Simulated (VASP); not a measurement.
# Ni (Fm-3m) in VASP: notebook

Runs on Ni. Level: PBE. Tasks: single point.

Program: VASP 6.6.1. These are calculated values, not measurements. Logs are shortened: lines on timing, memory, paths and dates and some standing lists are left out, and cuts for length are marked.

## 1. The cell of the first run

Symmetry: Fm-3m, No. 225, cubic system. Conventional cell: a = 3.446 Å, b = 3.446 Å, c = 3.446 Å, α = 90.00°, β = 90.00°, γ = 90.00°. Within 3.2 Å of Ni (site symmetry m-3m) lie 12 Ni at 2.44 Å.

## 2. Single point, PBE, collinear spin, ferromagnetic start (10.23 Å³/atom)

INCAR reads:

```
SYSTEM = Ni
ALGO = Normal
EDIFF = 1E-6
ENCUT = 520
GGA = PE
ISIF = 2
ISMEAR = 0
ISPIN = 2
LASPH = .True.
LCHARG = .False.
LMAXMIX = 4
LORBIT = 11
LREAL = .False.
LWAVE = .False.
MAGMOM = 0.875
NBANDS = 15
NELM = 150
NUPDOWN = 0.875
PREC = Accurate
SIGMA = 0.15
```

KPOINTS reads:

```
k-points
0
Gamma
  24 24 24
  0 0 0
```

POSCAR reads:

```
Ni
1.0
    0.0000000000      1.7232110558      1.7232110558
    1.7232110558      0.0000000000      1.7232110558
    1.7232110558      1.7232110558      0.0000000000
Ni
1
Direct
    0.0000000000      0.0000000000      0.0000000000
```

Potentials or basis: VASP PAW PBE potentials, release 64 (Ni).

Run with:

```
cat potpaw_PBE.64/Ni/POTCAR > POTCAR
mpirun -np 1 vasp_std > vasp.out
```

OUTCAR:

```text
SYSTEM = Ni
   EDIFF = 1E-6
   ENCUT = 520
   GGA = PE
   ISIF = 2
   ISMEAR = 0
   ISPIN = 2
   LASPH = .True.
   LORBIT = 11
   LREAL = .False.
   NELM = 150
   NUPDOWN = 0.875
   PREC = Accurate

 ion  position               nearest neighbor table
   1  0.000  0.000  0.000-

  LATTYP: Found a face centered cubic cell.
 ALAT       =     3.4464221116

  Lattice vectors:

 A1 = (   0.0000000000,   1.7232110558,   1.7232110558)
 A2 = (   1.7232110558,   0.0000000000,   1.7232110558)
 A3 = (   1.7232110558,   1.7232110558,   0.0000000000)

Analysis of symmetry for initial positions (statically):
=====================================================================
 Subroutine PRICEL returns:
 Original cell was already a primitive cell.

 Routine SETGRP: Setting up the symmetry group for a
 face centered cubic supercell.

 Subroutine GETGRP returns: Found 48 space group operations
 (whereof 48 operations were pure point group operations)
 out of a pool of 48 trial point group operations.

The static configuration has the point symmetry O_h .

Analysis of symmetry for dynamics (positions and initial velocities):
=====================================================================
 Subroutine PRICEL returns:
 Original cell was already a primitive cell.

 Routine SETGRP: Setting up the symmetry group for a
 face centered cubic supercell.

 Subroutine GETGRP returns: Found 48 space group operations
 (whereof 48 operations were pure point group operations)
 out of a pool of 48 trial point group operations.

The dynamic configuration has the point symmetry O_h .

Analysis of structural, dynamic, and magnetic symmetry:
=====================================================================
 Subroutine PRICEL returns:
 Original cell was already a primitive cell.

 Routine SETGRP: Setting up the symmetry group for a
 face centered cubic supercell.

 Subroutine GETGRP returns: Found 48 space group operations
 (whereof 48 operations were pure point group operations)
 out of a pool of 48 trial point group operations.

The overall configuration has the point symmetry O_h .

 Subroutine INISYM returns: Found 48 space group operations
 (whereof 48 operations are pure point group operations),
 and found     1 'primitive' translations

----------------------------------------------------------------------------------------

                                     Primitive cell

  volume of cell :      10.2340

  direct lattice vectors                    reciprocal lattice vectors
     0.000000000  1.723211056  1.723211056    -0.290155984  0.290155984  0.290155984
     1.723211056  0.000000000  1.723211056     0.290155984 -0.290155984  0.290155984
     1.723211056  1.723211056  0.000000000     0.290155984  0.290155984 -0.290155984

  length of vectors
     2.436988446  2.436988446  2.436988446     0.502564907  0.502564907  0.502564907

  position of ions in fractional coordinates (direct lattice)
     0.000000000  0.000000000  0.000000000

  ion indices of the primitive-cell ions
   primitive index   ion index
                 1           1

----------------------------------------------------------------------------------------

 KPOINTS: k-points

Automatic generation of k-mesh.
 Grid dimensions read from file:
 generate k-points for:   24   24   24

 Generating k-lattice:

  Cartesian coordinates                     Fractional coordinates (reciprocal lattice)
    -0.012089833  0.012089833  0.012089833     0.041666667  0.000000000  0.000000000
     0.012089833 -0.012089833  0.012089833     0.000000000  0.041666667  0.000000000
     0.012089833  0.012089833 -0.012089833     0.000000000  0.000000000  0.041666667

  Length of vectors
     0.020940204  0.020940204  0.020940204

  Shift w.r.t. Gamma in fractional coordinates (k-lattice)
     0.000000000  0.000000000  0.000000000

 Subroutine IBZKPT returns following result:
 ===========================================

 Found    413 irreducible k-points:

 Following reciprocal coordinates:
            Coordinates               Weight
  0.000000  0.000000  0.000000      1.000000
  0.041667  0.000000  0.000000      8.000000
  0.083333  0.000000  0.000000      8.000000
  0.125000  0.000000  0.000000      8.000000
  0.166667  0.000000  0.000000      8.000000
  0.208333  0.000000  0.000000      8.000000
[... 16 lines left out ...]
  0.416667  0.041667  0.000000     24.000000
  0.458333  0.041667  0.000000     24.000000
 [... further k-points ...]
   k-points           NKPTS =    413   k-points in BZ     NKDIM =    413   number of bands    NBANDS=     15
   number of dos      NEDOS =    301   number of ions     NIONS =      1
   total plane-waves  NPLWV =   5832
   dimension x,y,z NGX =    18 NGY =   18 NGZ =   18
   dimension x,y,z NGXF=    36 NGYF=   36 NGZF=   36
   ions per type =               1
   NGX,Y,Z   is equivalent  to a cutoff of  12.28, 12.28, 12.28 a.u.
   NGXF,Y,Z  is equivalent  to a cutoff of  24.56, 24.56, 24.56 a.u.
 SYSTEM =  Ni
   PREC   = accura    normal or accurate (medium, high low for compatibility)
   ISTART =      0    job   : 0-new  1-cont  2-samecut
   ICHARG =      2    charge: 1-file 2-atom 10-const
   ISPIN  =      2    spin polarized calculation?
   LNONCOLLINEAR =      F non collinear calculations
   LSORBIT =      F    spin-orbit coupling
   LASPH  =      T    aspherical Exc in radial PAW
   ENCUT  =  520.0 eV  38.22 Ry    6.18 a.u.   4.53  4.53  4.53*2*pi/ulx,y,z
   NELM   =    150;   NELMIN=  2; NELMDL= -5     # of ELM steps
   EDIFF  = 0.1E-05   stopping-criterion for ELM
   LREAL  =      F    real-space projection
   EDIFFG = 0.1E-04   stopping-criterion for IOM
   NSW    =      0    number of steps for IOM
   IBRION =     -1    ionic relax: 0-MD 1-quasi-New 2-CG
   NFREE  =      0    steps in history (QN), initial steepest desc. (CG)
   ISIF   =      2    stress and relaxation
   ISYM   =      2    0-nonsym 1-usesym 2-fastsym
   POTIM  = 0.5000    time-step for ionic-motion
   TEBEG  =    0.0;   TEEND  =   0.0 temperature during run
   PSTRESS=    0.0 pullay stress
   NELECT =      10.0000    total number of electrons
   NUPDOWN=       0.8750    fix difference up-down
   EMIN   =  10.00;   EMAX   =-10.00  energy-range for DOS
   EFERMI =   0.00;   METHOD = LEGACY
   ISMEAR =     0;   SIGMA  =   0.15  broadening in eV -4-tet -1-fermi 0-gaus
   EFERMI_NEDOS =   21; number of points for ismear=-14 and -15
   IALGO  =     38    algorithm
   IMIX   =      4    mixing-type and parameters
     AMIX     =   0.40;   BMIX     =  1.00
     AMIX_MAG =   1.60;   BMIX_MAG =  1.00
  volume/ion in A,a.u.               =      10.23        69.06
  Fermi-wavevector in a.u.,A,eV,Ry     =   1.624525  3.069907 35.906877  2.639081
  Thomas-Fermi vector in A             =   2.717797
   LORBIT       =     11    0 simple, 1 ext, 2 COOP (PROOUT), +10 PAW based schemes
   GGA     = PE    functional components
   LHFCALC =     F    Hartree Fock is set to
   AEXX    =    0.0000 exact exchange contribution
   IVDW    =     0    specifies the selected vdW correction
   LEPSILON=     F    determine dielectric tensor
   LRPA    =     F    only Hartree local field effects (RPA)
 spin polarized calculation
 Gauss-broadening in eV      SIGMA  =   0.15
  energy-cutoff  :      520.00
  volume of cell :       10.23
 maximum number of plane-waves:       290
   NGX =  9   NGY =  9   NGZ =  9

 number of electron      10.0000000 magnetization       0.8750000

 number of electron       9.9999990 magnetization       0.8749998

 Free energy of the ion-electron system (eV)
  ---------------------------------------------------
  ext. energy  EPLUGINS =         0.00000000
  ---------------------------------------------------
  free energy    TOTEN  =        -5.40272218 eV

  energy without entropy =       -5.38746824  energy(sigma->0) =       -5.39509521

 E-fermi :  10.2047     XC(G=0): -13.6323

 val. band max:       11.0061795836   @ k =   0.5000   0.1250   0.0417
 cond. band min:      10.2049026210   @ k =  -0.4583   0.4583   0.0000
 fundamental gap:     -0.8012769626
 Fermi energy:        11.0073766202

 spin component 1

 k-point     1 :       0.0000    0.0000    0.0000
  band No.  band energies     occupation
      1       0.7823      1.00000
      2       7.4769      1.00000
      3       7.4769      1.00000
      4       7.4769      1.00000
      5       8.7472      1.00000
      6       8.7472      1.00000
      7      34.4845      0.00000
      8      38.8106      0.00000
      9      38.8106      0.00000
     10      38.8106      0.00000
     11      41.9421      0.00000
     12      41.9421      0.00000
     13      41.9421      0.00000
     14      44.7849      0.00000
     15      51.7771      0.00000

 k-point     2 :       0.0417    0.0000    0.0000
  band No.  band energies     occupation
      1       0.8536      1.00000
      2       7.4577      1.00000
      3       7.4936      1.00000
      4       7.4936      1.00000
      5       8.7398      1.00000
      6       8.7398      1.00000
      7      34.3138      0.00000
      8      37.7172      0.00000
      9      38.6428      0.00000
     10      38.6428      0.00000
     11      42.1873      0.00000
     12      42.1873      0.00000
     13      42.6506      0.00000
     14      45.3623      0.00000
     15      50.9649      0.00000
[... 365 lines left out ...]
      3       7.5816      1.00000
      4       8.3393      1.00000
      5       9.3796      1.00000
      6       9.5391      1.00000
      7      18.3715      0.00000
      8      32.9734      0.00000
      9      34.8436      0.00000
     10      36.3057      0.00000
     11      39.4017      0.00000
     12      40.5631      0.00000
     13      45.4461      0.00000
     14      53.5379      0.00000
     15      55.3788      0.00000

 k-point    24 :       0.4583    0.0417    0.0000
  band No.  band energies     occupation
      1       4.9515      1.00000
      2       7.4796      1.00000
      3       7.5427      1.00000
      4       8.8030      1.00000
      5       9.4467      1.00000
      6       9.9422      1.00000
      7      17.0459      0.00000
      8      32.7644      0.00000
      9      35.0068      0.00000
     10      35.7686      0.00000
     11      39.4255      0.00000
     12      39.9824      0.00000
     13      45.7190      0.00000
     14      54.8123      0.00000
     15      56.3170      0.00000

 [... further k-points ...]

 spin component 2

 k-point     1 :       0.0000    0.0000    0.0000
  band No.  band energies     occupation
      1       0.8379      1.00000
      2       8.4578      1.00000
      3       8.4578      1.00000
      4       8.4578      1.00000
      5       9.5696      1.00000
      6       9.5696      1.00000
      7      34.3979      0.00000
      8      38.8808      0.00000
      9      38.8808      0.00000
     10      38.8808      0.00000
     11      42.1643      0.00000
     12      42.1643      0.00000
     13      42.1643      0.00000
     14      44.7602      0.00000
     15      52.1160      0.00000

 k-point     2 :       0.0417    0.0000    0.0000
  band No.  band energies     occupation
      1       0.9093      1.00000
      2       8.4357      1.00000
      3       8.4754      1.00000
      4       8.4754      1.00000
      5       9.5616      1.00000
      6       9.5616      1.00000
      7      34.2490      0.00000
      8      37.8075      0.00000
      9      38.7301      0.00000
     10      38.7301      0.00000
     11      42.3899      0.00000
     12      42.3899      0.00000
     13      42.8071      0.00000
     14      45.3654      0.00000
     15      51.2742      0.00000
[... 365 lines left out ...]
      3       8.4338      1.00000
      4       8.7651      1.00000
      5      10.3699      0.05968
      6      10.4176      0.02237
      7      18.8234      0.00000
      8      32.9406      0.00000
      9      35.0390      0.00000
     10      36.5067      0.00000
     11      39.5386      0.00000
     12      40.7113      0.00000
     13      45.6636      0.00000
     14      53.9372      0.00000
     15      56.8422      0.00000

 k-point    24 :       0.4583    0.0417    0.0000
  band No.  band energies     occupation
      1       5.5168      1.00000
      2       8.3059      1.00000
      3       8.3865      1.00000
      4       9.2357      1.00000
      5      10.4482      0.01085
      6      10.6575      0.00001
      7      17.5746      0.00000
      8      32.7288      0.00000
      9      35.1970      0.00000
     10      35.9603      0.00000
     11      39.5697      0.00000
     12      40.1382      0.00000
     13      45.9692      0.00000
     14      55.6409      0.00000
     15      57.5075      0.00000

 [... further k-points ...]

------------------------ aborting loop because EDIFF is reached ----------------------------------------

  FORCE on cell =-STRESS in cart. coord.  units (eV):
  Direction    XX          YY          ZZ          XY          YZ          ZX
  --------------------------------------------------------------------------------------
  -------------------------------------------------------------------------------------
  Total        1.0585671      1.0585671      1.0585671     -0.0000000      0.0000000     -0.0000000
  in kB      165.7232985    165.7232985    165.7232985     -0.0000000      0.0000000     -0.0000000
  external PRESSURE =     165.7232985 kB  Pullay stress =       0.0000000 kB

 VOLUME and BASIS-vectors are now :
 -----------------------------------------------------------------------------
  energy-cutoff  :      520.00
  volume of cell :       10.23
      direct lattice vectors                 reciprocal lattice vectors
     0.000000000  1.723211056  1.723211056    -0.290155984  0.290155984  0.290155984
     1.723211056  0.000000000  1.723211056     0.290155984 -0.290155984  0.290155984
     1.723211056  1.723211056  0.000000000     0.290155984  0.290155984 -0.290155984

 POSITION                                       TOTAL-FORCE (eV/Angst)
 -----------------------------------------------------------------------------------
      0.00000      0.00000      0.00000         0.000000     -0.000000      0.000000
 -----------------------------------------------------------------------------------
    total drift:                                0.000000     -0.000000      0.000000

  FREE ENERGIE OF THE ION-ELECTRON SYSTEM (eV)
  ---------------------------------------------------
  free  energy   TOTEN  =        -5.4027221818 eV

  energy  without entropy=       -5.3874682378  energy(sigma->0) =       -5.39509521

 total charge

# of ion       s       p       d       tot
------------------------------------------
    1        0.533   0.572   8.314   9.419

 magnetization (x)

# of ion       s       p       d       tot
------------------------------------------
    1        0.003  -0.006   0.874   0.872
```

Wall time 50 s (1 thread of Intel Xeon 6975P-C (Granite Rapids), shared host); peak memory 0.2 GiB.

Results:

```
Free energy                                           : -5.4027 eV
Pressure                                              : 16.6 GPa
Net moment                                            : 0.87 μB per cell
Site moments                                          : Ni +0.87 μB
Valence electrons inside the program's atomic spheres : Ni 9.42
```

Caveat: the cell stands under pressure; the total moment is fixed, so each spin has its own Fermi level.

## 3. Single point, PBE, collinear spin (10.23 Å³/atom)

INCAR reads:

```
SYSTEM = Ni
ALGO = Fast
EDIFF = 1E-6
ENCUT = 520
GGA = PE
ISIF = 2
ISMEAR = 0
ISPIN = 2
LASPH = .True.
LCHARG = .True.
LELF = .True.
LMAXMIX = 4
LORBIT = 11
LREAL = .False.
LVHAR = .True.
LWAVE = .False.
MAGMOM = 0.125
NBANDS = 15
NELM = 150
NUPDOWN = 0.125
PREC = Accurate
SIGMA = 0.15
```

KPOINTS is that of step 2.

POSCAR is that of step 2.

Potentials or basis: VASP PAW PBE potentials, release 64 (Ni).

Run with:

```
cat potpaw_PBE.64/Ni/POTCAR > POTCAR
mpirun -np 1 vasp_std > vasp.out
```

Run time: 54 s. Hardware: 1 thread of Intel Xeon 6975P-C (Granite Rapids), shared host; peak memory 0.2 GiB.

Results (log left out):

| Quantity | Value |
| --- | --- |
| Free energy | -5.4130 eV |
| Pressure | 13.3 GPa |
| Net moment | 0.12 μB per cell |
| Site moments | Ni +0.13 μB |
| Valence electrons inside the program's atomic spheres | Ni 9.43 |

Caveat: the cell stands under pressure; the total moment is fixed, so each spin has its own Fermi level.

## 4. Single point, PBE, collinear spin, ferromagnetic start (10.23 Å³/atom)

INCAR reads:

```
SYSTEM = Ni
  ALGO = Normal
  EDIFF = 1E-7
  ENCUT = 520
  GGA = PE
  ISIF = 2
  ISMEAR = 0
  ISPIN = 2
  LASPH = .TRUE.
  LCHARG = .FALSE.
  LMAXMIX = 4
  LORBIT = 11
  LREAL = .FALSE.
  LWAVE = .FALSE.
  MAGMOM = 0.625
  NBANDS = 15
  NELM = 150
  NUPDOWN = 0.625
  PREC = Accurate
  SIGMA = 0.15
```

KPOINTS reads:

```
k-points
0
G
  24 24 24
  0 0 0
```

POSCAR is that of step 3.

Run with:

```
cat potpaw_PBE.64/Ni/POTCAR > POTCAR
mpirun -np 1 vasp_std > vasp.out
```

Run time: 65 s. Hardware: 1 thread of Intel Xeon 6975P-C (Granite Rapids), shared host; peak memory 0.2 GiB.

It converged, with:

```yaml
Free_energy: -5.4523 eV
Pressure: 14.3 GPa
Net_moment: 0.62 μB per cell
Site_moments: Ni +0.63 μB
Valence_electrons_inside_the_program's_atomic_spheres: Ni 9.43
```

Caveat: the cell stands under pressure; the total moment is fixed, so each spin has its own Fermi level.

## 5. Single point, PBE, collinear spin, ferromagnetic start (10.23 Å³/atom)

INCAR reads:

```
PREC = Accurate
ENCUT = 520
EDIFF = 1E-6
ISMEAR = 0
SIGMA = 0.15
LREAL = False
LASPH = True
NELM = 150
ALGO = Fast
ISIF = 2
LWAVE = False
LCHARG = False
ISPIN = 2
MAGMOM = 0.375
LORBIT = 11
NUPDOWN = 0.375
LMAXMIX = 4
GGA = PE
NBANDS = 15
```

KPOINTS reads:

```
Automatic mesh
0
Gamma
  24 24 24
```

POSCAR is that of step 4.

Run with:

```
cat potpaw_PBE.64/Ni/POTCAR > POTCAR
mpirun -np 1 vasp_std > vasp.out
```

It took 58 s on 1 thread of Intel Xeon 6975P-C (Granite Rapids), shared host; peak memory 0.2 GiB.

Results (log left out):

| Quantity | Value |
| --- | --- |
| Free energy | -5.4326 eV |
| Pressure | 13.5 GPa |
| Net moment | 0.37 μB per cell |
| Site moments | Ni +0.38 μB |
| Valence electrons inside the program's atomic spheres | Ni 9.43 |

Caveat: the cell stands under pressure; the total moment is fixed, so each spin has its own Fermi level.

(Continued in part 2 of 2.)
